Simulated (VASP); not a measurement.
Here is a VASP 6.6.1 calculation.

Contents of INCAR:

```
ALGO = Normal ; EDIFF = 1E-6
EDIFFG = -0.002 ; ENCUT = 520
GGA = PS ; IBRION = 2
ISIF = 2 ; ISMEAR = 0
LASPH = True ; LCHARG = False
LREAL = False ; LWAVE = False
NELM = 80 ; NSW = 50
PREC = Accurate ; SIGMA = 0.01
```

The input KPOINTS:

```
k-points
0
Gamma
  8 8 8
```

POSCAR

```
AlN
1.0
   -0.0109433892      2.1832061427      2.1832061427
    2.1832061427     -0.0109433892      2.1832061427
    2.1832061427      2.1832061427     -0.0109433892
Al N
1 1
Direct
    0.0000000000      0.0000000000      0.0000000000
    0.2500000000      0.2500000000      0.2500000000
```

Potentials or basis: VASP PAW PBE potentials, release 64 (Al, N).

Launch:

```console
$ cat potpaw_PBE.64/Al/POTCAR potpaw_PBE.64/N/POTCAR > POTCAR
$ mpirun -np 1 vasp_std > vasp.out
```

Task: What does it give for the band gap on the k mesh?

Result: 3.14 eV, indirect (least direct gap 4.03 eV).

Task: Estimate the energy gained by relaxing.

Result: 0.1 meV/atom.

Final structure:
```
Al N
1.0
    -0.01094    2.18321    2.18321
     2.18321   -0.01094    2.18321
     2.18321    2.18321   -0.01094
Al N
1 1
Direct
  0.99963 0.99963 0.99963
  0.25037 0.25037 0.25037
```

Caveat: the cell differs from its parent crystal (equal xy, yz and zx engineering shears of -0.5 %). A k mesh can miss the band edges.
